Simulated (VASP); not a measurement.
# FePt (P4/mmm) in VASP: notebook, part 3 of 3

VASP 6.6.1. The steps go on from the part before.

## 5. Single point, PBE, collinear spin, ferromagnetic start

This run uses another cell than the first one: it holds 4 atoms, not 2.

File INCAR:

```
SYSTEM = FePt
PREC = Accurate
ENCUT = 520
EDIFF = 1E-7
ISMEAR = 0
SIGMA = 0.2
LREAL = .False.
LASPH = .True.
NELM = 150
ALGO = Fast
ISIF = 2
LWAVE = .False.
LCHARG = .False.
ISPIN = 2
MAGMOM = 3.28 3.28 0.42 0.42
LORBIT = 11
LMAXMIX = 4
GGA = PE
NBANDS = 30
```

File KPOINTS:

```
regular mesh
0
Gamma
  8 8 4
  0 0 0
```

File POSCAR:

```
FePt
1.0
    2.7290736822      0.0000000000      0.0000000000
    0.0000000000      2.7290736822      0.0000000000
    0.0000000000      0.0000000000      7.5300649281
Fe Pt
2 2
Direct
    0.5000000000      0.5000000000      0.2500000000
    0.5000000000      0.5000000000      0.7500000000
    0.0000000000      0.0000000000      0.5000000000
    0.0000000000      0.0000000000      1.0000000000
```

Potentials or basis: VASP PAW PBE potentials, release 64 (Fe, Pt).

Launch:

```
cat potpaw_PBE.64/Fe/POTCAR potpaw_PBE.64/Pt/POTCAR > POTCAR
mpirun -np 1 vasp_std > vasp.out
```

OUTCAR:

```text
SYSTEM = FePt
   PREC = Accurate
   ENCUT = 520
   EDIFF = 1E-7
   ISMEAR = 0
   LREAL = .False.
   LASPH = .True.
   NELM = 150
   ISIF = 2
   ISPIN = 2
   LORBIT = 11
   GGA = PE

 ion  position               nearest neighbor table
   1  0.500  0.500  0.250-   3 2.70   4 2.70   3 2.70   4 2.70   3 2.70   4 2.70   3 2.70   4 2.70

   2  0.500  0.500  0.750-   3 2.70   4 2.70   3 2.70   4 2.70   3 2.70   4 2.70   3 2.70   4 2.70

   3  0.000  0.000  0.500-   1 2.70   2 2.70   1 2.70   2 2.70   1 2.70   2 2.70   1 2.70   2 2.70
[... 9 lines left out ...]
 A1 = (   2.7290736822,   0.0000000000,   0.0000000000)
 A2 = (   0.0000000000,   2.7290736822,   0.0000000000)
 A3 = (   0.0000000000,   0.0000000000,   7.5300649281)

Analysis of symmetry for initial positions (statically):
=====================================================================
 Subroutine PRICEL returns following result:

  LATTYP: Found a simple tetragonal cell.
 ALAT       =     2.7290736822
 C/A-ratio  =     1.3796008838
[... 12 lines left out ...]
 Subroutine GETGRP returns: Found 16 space group operations
 (whereof 16 operations were pure point group operations)
 out of a pool of 16 trial point group operations.

The static configuration has the point symmetry D_4h.

Analysis of symmetry for dynamics (positions and initial velocities):
=====================================================================
 Subroutine PRICEL returns following result:

  LATTYP: Found a simple tetragonal cell.
 ALAT       =     2.7290736822
 C/A-ratio  =     1.3796008838
[... 12 lines left out ...]
 Subroutine GETGRP returns: Found 16 space group operations
 (whereof 16 operations were pure point group operations)
 out of a pool of 16 trial point group operations.

The dynamic configuration has the point symmetry D_4h.

Analysis of structural, dynamic, and magnetic symmetry:
=====================================================================
 Subroutine PRICEL returns following result:

  LATTYP: Found a simple tetragonal cell.
 ALAT       =     2.7290736822
 C/A-ratio  =     1.3796008838
[... 12 lines left out ...]
 Subroutine GETGRP returns: Found 16 space group operations
 (whereof 16 operations were pure point group operations)
 out of a pool of 16 trial point group operations.

The overall configuration has the point symmetry D_4h.

 Subroutine INISYM returns: Found 16 space group operations
 (whereof 16 operations are pure point group operations),
 and found     2 'primitive' translations

----------------------------------------------------------------------------------------

                                     Primitive cell

  volume of cell :      28.0414

  direct lattice vectors                    reciprocal lattice vectors
     2.729073682  0.000000000  0.000000000     0.366424698  0.000000000  0.000000000
     0.000000000  2.729073682  0.000000000     0.000000000  0.366424698  0.000000000
     0.000000000  0.000000000  3.765032464     0.000000000  0.000000000  0.265601959

  length of vectors
     2.729073682  2.729073682  3.765032464     0.366424698  0.366424698  0.265601959

  position of ions in fractional coordinates (direct lattice)
     0.500000000  0.500000000  0.500000000
     0.000000000  0.000000000  0.000000000

  ion indices of the primitive-cell ions
   primitive index   ion index
                 1           1
                 2           3

----------------------------------------------------------------------------------------

 KPOINTS: regular mesh

[... 71 lines left out ...]
   IBRION =     -1    ionic relax: 0-MD 1-quasi-New 2-CG
   NFREE  =      0    steps in history (QN), initial steepest desc. (CG)
   ISIF   =      2    stress and relaxation
   ISYM   =      2    0-nonsym 1-usesym 2-fastsym
   POTIM  = 0.5000    time-step for ionic-motion
   TEBEG  =    0.0;   TEEND  =   0.0 temperature during run
   PSTRESS=    0.0 pullay stress
   NELECT =      36.0000    total number of electrons
   NUPDOWN=      -1.0000    fix difference up-down
   EMIN   =  10.00;   EMAX   =-10.00  energy-range for DOS
   EFERMI =   0.00;   METHOD = LEGACY
   ISMEAR =     0;   SIGMA  =   0.20  broadening in eV -4-tet -1-fermi 0-gaus
   EFERMI_NEDOS =   21; number of points for ismear=-14 and -15
   IALGO  =     68    algorithm
   IMIX   =      4    mixing-type and parameters
     AMIX     =   0.40;   BMIX     =  1.00
     AMIX_MAG =   1.60;   BMIX_MAG =  1.00
  volume/ion in A,a.u.               =      14.02        94.62
  Fermi-wavevector in a.u.,A,eV,Ry     =   1.412210  2.668690 27.134599  1.994337
  Thomas-Fermi vector in A             =   2.533982
   LORBIT       =     11    0 simple, 1 ext, 2 COOP (PROOUT), +10 PAW based schemes
   GGA     = PE    functional components
   LHFCALC =     F    Hartree Fock is set to
   AEXX    =    0.0000 exact exchange contribution
   IVDW    =     0    specifies the selected vdW correction
   LEPSILON=     F    determine dielectric tensor
   LRPA    =     F    only Hartree local field effects (RPA)
 spin polarized calculation
 RMM-DIIS sequential band-by-band and
 Gauss-broadening in eV      SIGMA  =   0.20
  energy-cutoff  :      520.00
  volume of cell :       56.08
 maximum number of plane-waves:      1536
   NGX = 11   NGY = 11   NGZ = 29

 number of electron      35.9999979 magnetization       6.6389062

 Free energy of the ion-electron system (eV)
  ---------------------------------------------------
  ext. energy  EPLUGINS =         0.00000000
  ---------------------------------------------------
  free energy    TOTEN  =       -29.66257420 eV

  energy without entropy =      -29.61384637  energy(sigma->0) =      -29.63821028

 E-fermi :   8.4419     XC(G=0): -12.9652

 val. band max:        8.3990691193   @ k =   0.2500   0.2500   0.2500
 cond. band min:       8.4736114301   @ k =   0.5000   0.0000   0.5000
 fundamental gap:      0.0745423108
 Fermi energy:         8.4418670398

 spin component 1

 k-point     1 :       0.0000    0.0000    0.0000
  band No.  band energies     occupation
      1      -0.9843      1.00000
      2       0.8368      1.00000
      3       2.2355      1.00000
      4       2.4250      1.00000
      5       2.7863      1.00000
      6       2.8719      1.00000
[... 781 lines left out ...]
     29      22.2332      0.00000
     30      22.6253      0.00000

 [... further k-points ...]

 spin component 2

 k-point     1 :       0.0000    0.0000    0.0000
  band No.  band energies     occupation
      1      -0.8450      1.00000
      2       0.9122      1.00000
      3       2.8203      1.00000
      4       2.8281      1.00000
      5       3.1296      1.00000
      6       3.2407      1.00000
[... 781 lines left out ...]
     29      22.8724      0.00000
     30      23.0455      0.00000

 [... further k-points ...]

------------------------ aborting loop because EDIFF is reached ----------------------------------------

  FORCE on cell =-STRESS in cart. coord.  units (eV):
  Direction    XX          YY          ZZ          XY          YZ          ZX
  --------------------------------------------------------------------------------------
  -------------------------------------------------------------------------------------
  Total       -0.0428305     -0.0428305     -0.2558990      0.0000000     -0.0000000      0.0000000
  in kB       -1.2235868     -1.2235868     -7.3105484      0.0000000     -0.0000000      0.0000000
  external PRESSURE =      -3.2525740 kB  Pullay stress =       0.0000000 kB

 VOLUME and BASIS-vectors are now :
 -----------------------------------------------------------------------------
  energy-cutoff  :      520.00
  volume of cell :       56.08
      direct lattice vectors                 reciprocal lattice vectors
     2.729073682  0.000000000  0.000000000     0.366424698  0.000000000  0.000000000
     0.000000000  2.729073682  0.000000000     0.000000000  0.366424698  0.000000000
     0.000000000  0.000000000  7.530064928     0.000000000  0.000000000  0.132800980

 POSITION                                       TOTAL-FORCE (eV/Angst)
 -----------------------------------------------------------------------------------
      1.36454      1.36454      1.88252         0.000000      0.000000      0.000000
      1.36454      1.36454      5.64755         0.000000      0.000000      0.000000
      0.00000      0.00000      3.76503         0.000000     -0.000000     -0.000000
      0.00000      0.00000      0.00000         0.000000     -0.000000     -0.000000
 -----------------------------------------------------------------------------------
    total drift:                               -0.000000     -0.000000      0.000000

  FREE ENERGIE OF THE ION-ELECTRON SYSTEM (eV)
  ---------------------------------------------------
  free  energy   TOTEN  =       -29.6625741988 eV

  energy  without entropy=      -29.6138463663  energy(sigma->0) =      -29.63821028

 total charge

# of ion       s       p       d       tot
------------------------------------------
    1        0.402   0.439   6.108   6.950
    2        0.402   0.439   6.108   6.950
    3        0.708   0.647   8.048   9.402
    4        0.708   0.647   8.048   9.402
--------------------------------------------------
tot          2.221   2.172  28.312  32.705

 magnetization (x)

# of ion       s       p       d       tot
------------------------------------------
    1        0.004  -0.004   2.951   2.952
    2        0.004  -0.004   2.951   2.952
    3       -0.025  -0.063   0.433   0.345
    4       -0.025  -0.063   0.433   0.345
--------------------------------------------------
tot         -0.040  -0.135   6.769   6.594
```

stdout:

```text
POSCAR found type information on POSCAR FePt
 POSCAR found :  2 types and       4 ions
 scaLAPACK will be used
 LDA part: xc-table for (Slater+PW92), standard interpolation
 POSCAR, INCAR and KPOINTS ok, starting setup
 FFT: planning ... GRIDC
 FFT: planning ... GRID_SOFT
 FFT: planning ... GRID
 WAVECAR not read
 entering main loop
```

Run time: 97 s. Hardware: 1 thread of Intel Xeon Platinum 8488C (Sapphire Rapids), shared host; peak memory 0.25 GiB.

Results:

* Free energy: -29.6626 eV
* Pressure: -0.3 GPa
* Net moment: 6.64 μB per cell
* Site moments: Fe +2.95; Pt +0.34 μB
* Valence electrons inside the program's atomic spheres: Fe 6.95; Pt 9.40

Caveat: spin-orbit coupling is left out, which moves the levels of the heavy elements.

## 6. The runs side by side

| task | cell | k mesh | cutoff (eV) | smearing | gap on the mesh (eV) | pressure (GPa) | moment (μB) |
| --- | --- | --- | --- | --- | --- | --- | --- |
| single point | a = 2.722, b = 2.722, c = 3.700 Å, 2 atoms, atomic positions A | 6 × 6 × 6 | 520 | gaussian 0.1 eV | none | 4.6 | 3.32 |
| single point | a = 2.721, b = 2.721, c = 3.788 Å, 2 atoms, atomic positions A | 6 × 6 × 6 | 520 | gaussian 0.1 eV | none | -0.4 | 3.32 |
| relaxation of cell and atoms | relaxed from a = 2.722, b = 2.722, c = 3.700 Å, 2 atoms, atomic positions A | 6 × 6 × 6 | 600 | gaussian 0.1 eV | none | -0.2 | 3.32 |
| single point | a = 2.729, b = 2.729, c = 7.530 Å, 4 atoms, atomic positions B | 8 × 8 × 4 | 520 | gaussian 0.2 eV | none | -0.3 | 6.64 |

Alike in all rows: level PBE; potentials or basis VASP PAW PBE potentials, release 64 (Fe, Pt); spin collinear, ferromagnetic start.

Caveats: some runs use coarse meshes; spin-orbit coupling is left out, which moves the levels of the heavy elements.

Total energies depend on the potentials used, so only differences within one code and one set of settings carry meaning.
